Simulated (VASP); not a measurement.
# MgO (Fm-3m) in VASP: relaxation of cell and atoms with PBE

Aim: the relaxation of cell and atoms of MgO with PBE.

All numbers are computed with VASP 6.6.1; they aren't measurements. Logs are shortened: lines on timing, memory, paths and dates and some standing lists are left out, and cuts for length are marked.

### 1 The cell of the first run

Symmetry: Fm-3m, No. 225, cubic system. Conventional cell: a = 4.212 Å, b = 4.212 Å, c = 4.212 Å, α = 90.00°, β = 90.00°, γ = 90.00°. Within 2.8 Å of Mg (site symmetry m-3m) lie 6 O at 2.11 Å. O (site symmetry m-3m) has 6 Mg at 2.11 Å within 2.8 Å.

### 2 Relaxation of cell and atoms, PBE

Contents of INCAR:

```
SYSTEM = MgO
  ALGO = Normal
  EDIFF = 1E-7
  EDIFFG = -0.005
  ENCUT = 600
  GGA = PE
  IBRION = 2
  ISIF = 3
  ISMEAR = 0
  LASPH = .True.
  LCHARG = .False.
  LREAL = .False.
  LWAVE = .False.
  NELM = 60
  NSW = 80
  PREC = Accurate
  SIGMA = 0.01
```

Contents of KPOINTS:

```
k-points
0
Gamma
  8 8 6
  0 0 0
```

Contents of POSCAR:

```
MgO
1.0
    2.9783337624      0.0000000000      0.0000000000
    0.0000000000      2.9783337624      0.0000000000
    0.0000000000      0.0000000000      4.2120000000
Mg O
2 2
Direct
    0.0000000000      0.0000000000      0.0000000000
    0.5000000000      0.5000000000      0.5000000000
    0.5000000000      0.5000000000      0.0000000000
    0.0000000000      0.0000000000      0.5000000000
```

Potentials or basis: VASP PAW PBE potentials, release 64 (Mg, O).

Command:

```bash
$ cat potpaw_PBE.64/Mg/POTCAR potpaw_PBE.64/O/POTCAR > POTCAR
$ mpirun -np 1 vasp_std > vasp.out
```

OUTCAR:

```text
SYSTEM = MgO
   EDIFF = 1E-7
   EDIFFG = -0.005
   ENCUT = 600
   GGA = PE
   IBRION = 2
   ISIF = 3
   ISMEAR = 0
   LASPH = .True.
   LREAL = .False.
   NELM = 60
   NSW = 80
   PREC = Accurate

 ion  position               nearest neighbor table
   1  0.000  0.000  0.000-   4 2.11   4 2.11   3 2.11   3 2.11   3 2.11   3 2.11   2 2.98   2 2.98
                             2 2.98   2 2.98   2 2.98   2 2.98   2 2.98   2 2.98
   2  0.500  0.500  0.500-   3 2.11   3 2.11   4 2.11   4 2.11   4 2.11   4 2.11   1 2.98   1 2.98
                             1 2.98   1 2.98   1 2.98   1 2.98   1 2.98   1 2.98
   3  0.500  0.500  0.000-   2 2.11   2 2.11   1 2.11   1 2.11   1 2.11   1 2.11
   4  0.000  0.000  0.500-   1 2.11   1 2.11   2 2.11   2 2.11   2 2.11   2 2.11

  LATTYP: Found a simple tetragonal cell.
 ALAT       =     2.9783337624
 C/A-ratio  =     1.4142135624

  Lattice vectors:

 A1 = (   2.9783337624,   0.0000000000,   0.0000000000)
 A2 = (   0.0000000000,   2.9783337624,   0.0000000000)
 A3 = (   0.0000000000,   0.0000000000,   4.2120000000)

Analysis of symmetry for initial positions (statically):
=====================================================================
 Subroutine PRICEL returns following result:

  LATTYP: Found a face centered cubic cell.
 ALAT       =     4.2120000000

  Lattice vectors:

 A1 = (  -1.4891668812,  -1.4891668812,  -2.1060000000)
 A2 = (   1.4891668812,  -1.4891668812,  -2.1060000000)
 A3 = (   0.0000000000,  -2.9783337624,   0.0000000000)

   2 primitive cells build up your supercell.

 Routine SETGRP: Setting up the symmetry group for a
 simple tetragonal supercell.

 Subroutine GETGRP returns: Found 16 space group operations
 (whereof 16 operations were pure point group operations)
 out of a pool of 16 trial point group operations.

The static configuration has the point symmetry D_4h.

Analysis of symmetry for dynamics (positions and initial velocities):
=====================================================================
 Subroutine PRICEL returns following result:

  LATTYP: Found a face centered cubic cell.
 ALAT       =     4.2120000000

  Lattice vectors:

 A1 = (  -1.4891668812,  -1.4891668812,  -2.1060000000)
 A2 = (   1.4891668812,  -1.4891668812,  -2.1060000000)
 A3 = (   0.0000000000,  -2.9783337624,   0.0000000000)

   2 primitive cells build up your supercell.

 Routine SETGRP: Setting up the symmetry group for a
 simple tetragonal supercell.

 Subroutine GETGRP returns: Found 16 space group operations
 (whereof 16 operations were pure point group operations)
 out of a pool of 16 trial point group operations.

The dynamic configuration has the point symmetry D_4h.
[... 122 lines left out ...]
  Thomas-Fermi vector in A             =   2.368675
   LORBIT       =      0    0 simple, 1 ext, 2 COOP (PROOUT), +10 PAW based schemes
   GGA     = PE    functional components
   LHFCALC =     F    Hartree Fock is set to
   AEXX    =    0.0000 exact exchange contribution
   IVDW    =     0    specifies the selected vdW correction
   LEPSILON=     F    determine dielectric tensor
   LRPA    =     F    only Hartree local field effects (RPA)
 conjugate gradient relaxation of ions
 non-spin polarized calculation
 Gauss-broadening in eV      SIGMA  =   0.01
  energy-cutoff  :      600.00
  volume of cell :       37.36
 maximum number of plane-waves:      1272
 NGX is ok and might be reduce to    24
   NGX = 11   NGY = 11   NGZ = 17

--------------------------------------- Ionic step        1  -------------------------------------------

 number of electron      15.9999995 magnetization

 Free energy of the ion-electron system (eV)
  ---------------------------------------------------
  ext. energy  EPLUGINS =         0.00000000
  ---------------------------------------------------
  free energy    TOTEN  =       -23.81782564 eV

  energy without entropy =      -23.81782564  energy(sigma->0) =      -23.81782564

------------------------ aborting loop because EDIFF is reached ----------------------------------------

  FORCE on cell =-STRESS in cart. coord.  units (eV):
  Direction    XX          YY          ZZ          XY          YZ          ZX
  --------------------------------------------------------------------------------------
  -------------------------------------------------------------------------------------
  Total        0.8687764      0.8687764      0.8684703      0.0000000      0.0000000      0.0000000
  in kB       37.2549076     37.2549076     37.2417812      0.0000000      0.0000000      0.0000000
  external PRESSURE =      37.2505321 kB  Pullay stress =       0.0000000 kB
[... 63 lines left out ...]
--------------------------------------- Ionic step        3  -------------------------------------------

 number of electron      16.0000001 magnetization

 Free energy of the ion-electron system (eV)
  ---------------------------------------------------
  ext. energy  EPLUGINS =         0.00000000
  ---------------------------------------------------
  free energy    TOTEN  =       -23.82786187 eV

  energy without entropy =      -23.82786187  energy(sigma->0) =      -23.82786187

 E-fermi :   3.1327     XC(G=0): -10.9685

 val. band max:        3.0125739612   @ k =   0.0000   0.0000   0.0000
 cond. band min:       7.5168303404   @ k =   0.0000   0.0000   0.0000
 fundamental gap:      4.5042563792
 Fermi energy:         3.1326717627

 k-point     1 :       0.0000    0.0000    0.0000
  band No.  band energies     occupation
      1     -14.1325      2.00000
      2     -12.6570      2.00000
      3      -0.9764      2.00000
      4       1.6966      2.00000
      5       1.6966      2.00000
      6       3.0126      2.00000
      7       3.0126      2.00000
      8       3.0126      2.00000
      9       7.5168      0.00000
     10      12.1057      0.00000
     11      12.7322      0.00000
     12      15.8654      0.00000
[... 331 lines left out ...]
 k-point    24 :       0.5000    0.1250    0.1667
  band No.  band energies     occupation
      1     -12.9141      2.00000
      2     -12.9141      2.00000
      3      -0.7288      2.00000
      4      -0.7288      2.00000
      5       1.4410      2.00000
      6       1.4410      2.00000
      7       2.1849      2.00000
      8       2.1849      2.00000
      9      12.1445      0.00000
     10      12.1445      0.00000
     11      14.6395      0.00000
     12      14.6395      0.00000

 [... further k-points ...]

------------------------ aborting loop because EDIFF is reached ----------------------------------------

  FORCE on cell =-STRESS in cart. coord.  units (eV):
  Direction    XX          YY          ZZ          XY          YZ          ZX
  --------------------------------------------------------------------------------------
  -------------------------------------------------------------------------------------
  Total        0.0018533      0.0018533      0.0014946      0.0000000      0.0000000      0.0000000
  in kB        0.0776420      0.0776420      0.0626124      0.0000000      0.0000000      0.0000000
  external PRESSURE =       0.0726321 kB  Pullay stress =       0.0000000 kB
[... 19 lines left out ...]
  FREE ENERGIE OF THE ION-ELECTRON SYSTEM (eV)
  ---------------------------------------------------
  free  energy   TOTEN  =       -23.8278618743 eV

  energy  without entropy=      -23.8278618743  energy(sigma->0) =      -23.82786187

 reached required accuracy - stopping structural energy minimisation
```

OSZICAR:

```text
N       E                     dE             d eps       ncg     rms          rms(c)
DAV:   1     0.744904093308E+02    0.74490E+02   -0.90517E+03  1528   0.136E+03
[... 24 lines left out ...]
DAV:   1    -0.238347590613E+02   -0.80179E-02   -0.11567E-01  1500   0.374E+00    0.626E-01
DAV:   2    -0.238279327514E+02    0.68263E-02   -0.27869E-02  1584   0.156E+00    0.627E-02
DAV:   3    -0.238278915279E+02    0.41223E-04   -0.52403E-04  1580   0.245E-01    0.361E-02
DAV:   4    -0.238278620612E+02    0.29467E-04   -0.37029E-05  1608   0.682E-02    0.117E-02
DAV:   5    -0.238278614545E+02    0.60669E-06   -0.78827E-06  1568   0.255E-02    0.284E-03
DAV:   6    -0.238278618981E+02   -0.44366E-06   -0.29114E-07  1472   0.503E-03    0.145E-04
DAV:   7    -0.238278618743E+02    0.23859E-07   -0.45258E-09   752   0.710E-04
   3 F= -.23827862E+02 E0= -.23827862E+02  d E =-.100362E-01
```

CONTCAR:

```text
MgO
   1.00000000000000
     3.0015886335065427    0.0000000000000000    0.0000000000000000
     0.0000000000000000    3.0015886335065427    0.0000000000000000
    -0.0000000000000000    0.0000000000000000    4.2448757666384660
  Mg              O
     2     2
Direct
     0.0000000000000000    0.0000000000000000    0.0000000000000000
     0.5000000000000000    0.5000000000000000    0.5000000000000000
     0.5000000000000000    0.5000000000000000    0.0000000000000000
     0.0000000000000000    0.0000000000000000    0.5000000000000000

  0.00000000E+00  0.00000000E+00  0.00000000E+00
  0.00000000E+00  0.00000000E+00  0.00000000E+00
  0.00000000E+00  0.00000000E+00  0.00000000E+00
  0.00000000E+00  0.00000000E+00  0.00000000E+00
```

Run time: 42 s. Hardware: 1 thread of Intel Xeon Platinum 8375C at 2.90GHz (Ice Lake), shared host; peak memory 0.17 GiB.

Results:

| Quantity | Value |
| --- | --- |
| Free energy | -23.8279 eV |
| Relaxed volume | 9.56 Å³/atom |
| Relaxed cell | a = 3.002 Å, b = 3.002 Å, c = 4.245 Å, α = 90.00°, β = 90.00°, γ = 90.00° |
| Space group after relaxing (to 0.05 Å) | Fm-3m (No. 225) |
| Energy gained by relaxing | 2.5 meV/atom |
| Ionic steps | 3 |
| Pressure after relaxing | 0.0 GPa |
| Band gap on the k mesh | 4.50 eV |

The path:
```
step  energy change (eV)  largest force (eV/Å)  pressure (GPa)  volume (Å³)
   1              0.0000                0.0000            3.73        37.36
   2             -0.0089                0.0000           -1.18        38.55
   3             -0.0100                0.0000            0.01        38.24
```

Final structure:
```
Mg O
1.0
     3.00159    0.00000    0.00000
     0.00000    3.00159    0.00000
     0.00000    0.00000    4.24488
Mg O
2 2
Cartesian
  0.0000 0.0000 0.0000
  1.5008 1.5008 2.1224
  1.5008 1.5008 0.0000
  0.0000 0.0000 2.1224
```

Levels at points of the mesh, in eV from the valence-band top:
```csv
k point,band 4,band 5,band 6,band 7,band 8,band 9,band 10,band 11,band 12
"(0.00, 0.00, 0.00)",-1.32,-1.32,0.00,0.00,0.00,4.50,9.09,9.72,12.85
"(0.50, 0.00, 0.00)",-3.43,-1.94,-1.94,-0.63,-0.63,9.27,9.27,11.64,11.64
"(0.50, 0.50, 0.00)",-3.99,-1.32,-1.32,-1.32,-1.32,9.09,9.09,9.72,9.72
"(0.00, 0.00, 0.50)",-2.59,-0.72,-0.72,-0.72,-0.72,7.83,7.83,11.11,11.11
"(0.50, 0.00, 0.50)",-4.52,-0.63,-0.63,-0.63,-0.63,7.75,7.75,12.34,12.34
"(0.50, 0.50, 0.50)",-2.88,-2.88,-2.88,-1.73,-1.73,11.49,11.49,11.49,11.49
```
